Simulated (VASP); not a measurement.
# Al3Cu2 (P-3m1) in VASP: a series of runs, part 2 of 2

VASP 6.6.1. The steps go on from the part before.

### 3 Single point, PBEsol

This run uses another cell than the first one, of 10.12 Å³/atom.

INCAR

```
  PREC = Accurate
  ENCUT = 520
  EDIFF = 1E-7
  ISMEAR = 0
  SIGMA = 0.1
  LREAL = F
  LASPH = T
  NELM = 100
  ALGO = Fast
  ISIF = 2
  LWAVE = F
  LCHARG = F
  GGA = PS
  NBANDS = 24
```

KPOINTS

```
Automatic mesh
0
Gamma
  12 12 8
```

POSCAR

```
Al3Cu2
1.0
    3.6286344013      0.0000000000      0.0000000000
   -1.8143172006      3.1424895726      0.0000000000
    0.0000000000      0.0000000000      4.4387039918
Al Cu
3 2
Direct
    0.0000000000      0.0000000000      0.0000000000
    0.3333333333      0.6666666667      0.3566077372
    0.6666666667      0.3333333333      0.6433922628
    0.3333333333      0.6666666667      0.8455516226
    0.6666666667      0.3333333333      0.1544483774
```

Potentials or basis: VASP PAW PBE potentials, release 64 (Al, Cu).

Command:

```bash
> cat potpaw_PBE.64/Al/POTCAR potpaw_PBE.64/Cu/POTCAR > POTCAR
> mpirun -np 1 vasp_std > vasp.out
```

OUTCAR:

```text
PREC = Accurate
   ENCUT = 520
   EDIFF = 1E-7
   ISMEAR = 0
   LREAL = F
   LASPH = T
   NELM = 100
   ISIF = 2
   GGA = PS

 ion  position               nearest neighbor table
   1  0.000  0.000  0.000-   4 2.20   5 2.20   4 2.20   5 2.20   5 2.20   4 2.20   2 2.63   3 2.63
                             2 2.63   3 2.63   2 2.63   3 2.63
   2  0.333  0.667  0.357-   4 2.17   4 2.27   5 2.28   5 2.28   5 2.28   3 2.45   3 2.45   3 2.45
                             1 2.63   1 2.63   1 2.63
   3  0.667  0.333  0.643-   5 2.17   5 2.27   4 2.28   4 2.28   4 2.28   2 2.45   2 2.45   2 2.45
                             1 2.63   1 2.63   1 2.63
   4  0.333  0.667  0.846-   2 2.17   1 2.20   1 2.20   1 2.20   2 2.27   3 2.28   3 2.28   3 2.28
                             5 2.50   5 2.50   5 2.50
   5  0.667  0.333  0.154-   3 2.17   1 2.20   1 2.20   1 2.20   3 2.27   2 2.28   2 2.28   2 2.28
                             4 2.50   4 2.50   4 2.50

  LATTYP: Found a hexagonal cell.
 ALAT       =     3.6286344013
 C/A-ratio  =     1.2232436506

  Lattice vectors:

 A1 = (   3.6286344013,   0.0000000000,   0.0000000000)
 A2 = (  -1.8143172006,   3.1424895726,   0.0000000000)
 A3 = (   0.0000000000,   0.0000000000,   4.4387039918)

Analysis of symmetry for initial positions (statically):
=====================================================================
 Subroutine PRICEL returns:
 Original cell was already a primitive cell.

 Routine SETGRP: Setting up the symmetry group for a
 hexagonal supercell.

 Subroutine GETGRP returns: Found 12 space group operations
 (whereof 12 operations were pure point group operations)
 out of a pool of 24 trial point group operations.

The static configuration has the point symmetry D_3d.

Analysis of symmetry for dynamics (positions and initial velocities):
=====================================================================
 Subroutine PRICEL returns:
 Original cell was already a primitive cell.

 Routine SETGRP: Setting up the symmetry group for a
 hexagonal supercell.

 Subroutine GETGRP returns: Found 12 space group operations
 (whereof 12 operations were pure point group operations)
 out of a pool of 24 trial point group operations.

The dynamic configuration has the point symmetry D_3d.

 Subroutine INISYM returns: Found 12 space group operations
 (whereof 12 operations are pure point group operations),
 and found     1 'primitive' translations

----------------------------------------------------------------------------------------

                                     Primitive cell

  volume of cell :      50.6143

  direct lattice vectors                    reciprocal lattice vectors
     3.628634401  0.000000000  0.000000000     0.275585768  0.159109518  0.000000000
    -1.814317201  3.142489573  0.000000000     0.000000000  0.318219035  0.000000000
     0.000000000  0.000000000  4.438703992     0.000000000  0.000000000  0.225290986

  length of vectors
     3.628634401  3.628634401  4.438703992     0.318219035  0.318219035  0.225290986

  position of ions in fractional coordinates (direct lattice)
[... 28 lines left out ...]

  Length of vectors
     0.026518253  0.026518253  0.028161373

  Shift w.r.t. Gamma in fractional coordinates (k-lattice)
     0.000000000  0.000000000  0.000000000

 Subroutine IBZKPT returns following result:
 ===========================================

 Found    131 irreducible k-points:

 Following reciprocal coordinates:
            Coordinates               Weight
  0.000000  0.000000  0.000000      1.000000
  0.083333  0.000000  0.000000      6.000000
  0.166667  0.000000  0.000000      6.000000
  0.250000 -0.000000  0.000000      6.000000
  0.333333  0.000000  0.000000      6.000000
  0.416667  0.000000  0.000000      6.000000
[... 16 lines left out ...]
  0.166667  0.000000  0.125000      6.000000
  0.000000  0.166667  0.125000      6.000000
 [... further k-points ...]
   k-points           NKPTS =    131   k-points in BZ     NKDIM =    131   number of bands    NBANDS=     24
   number of dos      NEDOS =    301   number of ions     NIONS =      5
   total plane-waves  NPLWV =  28224
   dimension x,y,z NGX =    28 NGY =   28 NGZ =   36
   dimension x,y,z NGXF=    56 NGYF=   56 NGZF=   72
   ions per type =               3   2
   NGX,Y,Z   is equivalent  to a cutoff of  12.83, 12.83, 13.48 a.u.
   NGXF,Y,Z  is equivalent  to a cutoff of  25.66, 25.66, 26.97 a.u.
 SYSTEM =  unknown system
   PREC   = accura    normal or accurate (medium, high low for compatibility)
   ISTART =      0    job   : 0-new  1-cont  2-samecut
   ICHARG =      2    charge: 1-file 2-atom 10-const
   ISPIN  =      1    spin polarized calculation?
   LNONCOLLINEAR =      F non collinear calculations
   LSORBIT =      F    spin-orbit coupling
   LASPH  =      T    aspherical Exc in radial PAW
   ENCUT  =  520.0 eV  38.22 Ry    6.18 a.u.   6.75  6.75  8.25*2*pi/ulx,y,z
   NELM   =    100;   NELMIN=  2; NELMDL= -5     # of ELM steps
   EDIFF  = 0.1E-06   stopping-criterion for ELM
   LREAL  =      F    real-space projection
   EDIFFG = 0.1E-05   stopping-criterion for IOM
   NSW    =      0    number of steps for IOM
   IBRION =     -1    ionic relax: 0-MD 1-quasi-New 2-CG
   NFREE  =      0    steps in history (QN), initial steepest desc. (CG)
   ISIF   =      2    stress and relaxation
   ISYM   =      2    0-nonsym 1-usesym 2-fastsym
   POTIM  = 0.5000    time-step for ionic-motion
   TEBEG  =    0.0;   TEEND  =   0.0 temperature during run
   PSTRESS=    0.0 pullay stress
   NELECT =      31.0000    total number of electrons
   NUPDOWN=      -1.0000    fix difference up-down
   EMIN   =  10.00;   EMAX   =-10.00  energy-range for DOS
   EFERMI =   0.00;   METHOD = LEGACY
   ISMEAR =     0;   SIGMA  =   0.10  broadening in eV -4-tet -1-fermi 0-gaus
   EFERMI_NEDOS =   21; number of points for ismear=-14 and -15
   IALGO  =     68    algorithm
   IMIX   =      4    mixing-type and parameters
     AMIX     =   0.40;   BMIX     =  1.00
     AMIX_MAG =   1.60;   BMIX_MAG =  1.00
  volume/ion in A,a.u.               =      10.12        68.31
  Fermi-wavevector in a.u.,A,eV,Ry     =   1.390287  2.627261 26.298655  1.932897
  Thomas-Fermi vector in A             =   2.514236
   LORBIT       =      0    0 simple, 1 ext, 2 COOP (PROOUT), +10 PAW based schemes
   GGA     = PS    functional components
   LHFCALC =     F    Hartree Fock is set to
   AEXX    =    0.0000 exact exchange contribution
   IVDW    =     0    specifies the selected vdW correction
   LEPSILON=     F    determine dielectric tensor
   LRPA    =     F    only Hartree local field effects (RPA)
 non-spin polarized calculation
 RMM-DIIS sequential band-by-band and
 Gauss-broadening in eV      SIGMA  =   0.10
  energy-cutoff  :      520.00
  volume of cell :       50.61
 maximum number of plane-waves:      1385
 NGX is ok and might be reduce to    28
   NGX = 13   NGY = 13   NGZ = 17

 number of electron      31.0000025 magnetization

 Free energy of the ion-electron system (eV)
  ---------------------------------------------------
  ext. energy  EPLUGINS =         0.00000000
  ---------------------------------------------------
  free energy    TOTEN  =       -17.20356891 eV

  energy without entropy =      -17.19905883  energy(sigma->0) =      -17.20131387

 E-fermi :  13.1312     XC(G=0): -12.7555

 val. band max:       13.0823412494   @ k =   0.4167   0.0000   0.1250
 cond. band min:      13.1618828408   @ k =   0.0000   0.0000   0.2500
 fundamental gap:      0.0795415914
 Fermi energy:        13.1311535958

 k-point     1 :       0.0000    0.0000    0.0000
  band No.  band energies     occupation
      1      -1.0736      2.00000
      2       4.4982      2.00000
      3       5.4212      2.00000
      4       5.5721      2.00000
      5       5.5721      2.00000
      6       5.9467      2.00000
[... 637 lines left out ...]
     23      20.3647      0.00000
     24      20.8771      0.00000

 [... further k-points ...]
[... 5 lines left out ...]
  --------------------------------------------------------------------------------------
  -------------------------------------------------------------------------------------
  Total       28.4796092     28.4796092     28.5042771      0.0000000      0.0000000      0.0000000
  in kB      901.5116966    901.5116966    902.2925489      0.0000000      0.0000000      0.0000000
  external PRESSURE =     901.7719807 kB  Pullay stress =       0.0000000 kB

 VOLUME and BASIS-vectors are now :
 -----------------------------------------------------------------------------
  energy-cutoff  :      520.00
  volume of cell :       50.61
      direct lattice vectors                 reciprocal lattice vectors
     3.628634401  0.000000000  0.000000000     0.275585768  0.159109518  0.000000000
    -1.814317201  3.142489573  0.000000000     0.000000000  0.318219035  0.000000000
     0.000000000  0.000000000  4.438703992     0.000000000  0.000000000  0.225290986

 POSITION                                       TOTAL-FORCE (eV/Angst)
 -----------------------------------------------------------------------------------
      0.00000      0.00000      0.00000         0.000000      0.000000      0.000000
     -0.00000      2.09499      1.58288         0.000000      0.000000     -0.006002
      1.81432      1.04750      2.85583         0.000000     -0.000000      0.006002
     -0.00000      2.09499      3.75315         0.000000     -0.000000     -0.009330
      1.81432      1.04750      0.68555        -0.000000      0.000000      0.009330
 -----------------------------------------------------------------------------------
    total drift:                                0.000000     -0.000000      0.000000

  FREE ENERGIE OF THE ION-ELECTRON SYSTEM (eV)
  ---------------------------------------------------
  free  energy   TOTEN  =       -17.2035689134 eV

  energy  without entropy=      -17.1990588273  energy(sigma->0) =      -17.20131387
```

OSZICAR:

```text
N       E                     dE             d eps       ncg     rms          rms(c)
DAV:   1     0.194049345634E+03    0.19405E+03   -0.12689E+04  6488   0.169E+03
DAV:   2    -0.938765111106E+01   -0.20344E+03   -0.18899E+03  6360   0.317E+02
DAV:   3    -0.231523058381E+02   -0.13765E+02   -0.13170E+02  8112   0.102E+02
[... 17 lines left out ...]
RMM:  21    -0.172035673322E+02    0.70926E-04   -0.17935E-04  8790   0.156E-01    0.318E-02
RMM:  22    -0.172035674130E+02   -0.80890E-07   -0.39630E-05  8687   0.459E-02    0.362E-03
RMM:  23    -0.172035683919E+02   -0.97883E-06   -0.93288E-06  8524   0.216E-02    0.600E-03
RMM:  24    -0.172035688366E+02   -0.44477E-06   -0.10970E-06  7079   0.869E-03    0.357E-03
RMM:  25    -0.172035689134E+02   -0.76801E-07   -0.17251E-07  4711   0.382E-03
   1 F= -.17203569E+02 E0= -.17201314E+02  d E =-.451009E-02
```

Run time: 2.1 min. Hardware: 1 thread of Intel Xeon 6975P-C (Granite Rapids), shared host; peak memory 0.26 GiB.

Results:

```
Free energy            : -17.2036 eV
Pressure               : 90.2 GPa
Largest force          : 0.009 eV/Å
Band gap on the k mesh : zero (an odd number of electrons rules out a gap without spin polarisation)
```

Forces in eV/Å, atoms in the order of the input:
```
Al   0.000  0.000  0.000
Al   0.000  0.000 -0.006
Al   0.000  0.000  0.006
Cu   0.000  0.000 -0.009
Cu   0.000  0.000  0.009
```

Levels at points of the mesh, in eV from the Fermi level:
| k point | band 12 | band 13 | band 14 | band 15 | band 16 | band 17 | band 18 | band 19 |
| --- | --- | --- | --- | --- | --- | --- | --- | --- |
| (0.00, 0.00, 0.00) | -4.83 | -4.83 | -0.44 | -0.44 | 1.71 | 1.71 | 4.43 | 4.72 |
| (0.50, 0.00, 0.00) | -5.53 | -4.10 | -4.03 | -3.38 | -0.55 | 0.17 | 1.25 | 3.56 |
| (0.00, 0.00, 0.50) | -5.66 | 1.06 | 1.06 | 1.43 | 1.48 | 1.48 | 3.61 | 3.62 |
| (0.50, 0.00, 0.50) | -5.71 | -5.52 | -4.50 | -2.43 | -0.22 | 0.91 | 2.06 | 5.84 |

Caveat: the cell stands under pressure; the PAW data sets were made with another functional, which shifts forces and pressure a little.

### 4 Single point, PBEsol

This run uses another cell than the first one, of 11.28 Å³/atom.

INCAR: that of step 3 with these lines changed.

```diff
@@ -2,3 +2,3 @@
   ENCUT = 520
-  EDIFF = 1E-7
+  EDIFF = 1E-6
   ISMEAR = 0
@@ -7,3 +7,3 @@
   LASPH = T
-  NELM = 100
+  NELM = 80
   ALGO = Fast
```

KPOINTS

```
regular mesh
0
Gamma
  12 12 8
```

POSCAR

```
Al3Cu2
1.0
    3.7640583703      0.0000000000      0.0000000000
   -1.8820291852      3.2597701700      0.0000000000
    0.0000000000      0.0000000000      4.5949756110
Al Cu
3 2
Direct
    0.0000000000      0.0000000000      0.0000000000
    0.3333333333      0.6666666667      0.3552339769
    0.6666666667      0.3333333333      0.6447660231
    0.3333333333      0.6666666667      0.8450947590
    0.6666666667      0.3333333333      0.1549052410
```

Command:

```bash
> cat potpaw_PBE.64/Al/POTCAR potpaw_PBE.64/Cu/POTCAR > POTCAR
> mpirun -np 1 vasp_std > vasp.out
```

Run time: 1.9 min. Hardware: 1 thread of Intel Xeon 6975P-C (Granite Rapids), shared host; peak memory 0.27 GiB.

Results (log left out):

```yaml
Free_energy: -19.6794 eV
Pressure: 50.3 GPa
Largest_force: 0.003 eV/Å
Band_gap_on_the_k_mesh: zero (an odd number of electrons rules out a gap without spin polarisation)
```

Forces in eV/Å, atoms in the order of the input:
```
Al   0.000  0.000  0.000
Al   0.000  0.000 -0.003
Al   0.000  0.000  0.003
Cu   0.000  0.000 -0.003
Cu   0.000  0.000  0.003
```

Levels at points of the mesh, in eV from the Fermi level:
```tsv
k point	band 13	band 14	band 15	band 16	band 17	band 18
(0.00, 0.00, 0.00)	-4.44	-0.38	-0.38	1.57	1.57	3.95
(0.50, 0.00, 0.00)	-3.79	-3.71	-3.14	-0.62	0.23	0.80
(0.00, 0.00, 0.50)	1.15	1.15	1.36	1.36	1.57	3.19
(0.50, 0.00, 0.50)	-5.07	-4.19	-2.24	-0.23	0.85	1.70
```

Caveat: the cell stands under pressure; the PAW data sets were made with another functional, which shifts forces and pressure a little.

### 5 Overview

| cell | k mesh | smearing | further INCAR settings | gap on the mesh (eV) | pressure (GPa) |
| --- | --- | --- | --- | --- | --- |
| a = 4.099, b = 4.099, c = 4.982 Å, angles 90.0, 90.0, 120.0°, 5 atoms, atomic positions A | 12 × 12 × 10 | gaussian 0.15 eV | ALGO = Fast; EDIFF = 1e-07; NBANDS = 24 | none | 0.4 |
| a = 3.629, b = 3.629, c = 4.439 Å, angles 90.0, 90.0, 120.0°, 5 atoms, atomic positions B | 12 × 12 × 8 | gaussian 0.1 eV | ALGO = Fast; EDIFF = 1e-07; NBANDS = 24 | none | 90.2 |
| a = 3.764, b = 3.764, c = 4.595 Å, angles 90.0, 90.0, 120.0°, 5 atoms, atomic positions B | 12 × 12 × 8 | gaussian 0.1 eV | ALGO = Fast; EDIFF = 1e-06; NBANDS = 24 | none | 50.3 |

Alike in all rows: task single point; level PBEsol; potentials or basis VASP PAW PBE potentials, release 64 (Al, Cu); no spin polarisation; cutoff (eV) 520.

Caveats: the PAW data sets were made with another functional, which shifts forces and pressure a little; the cell stands under pressure (at least some runs).

Total energies depend on the potentials used, so only differences within one code and one set of settings carry meaning.
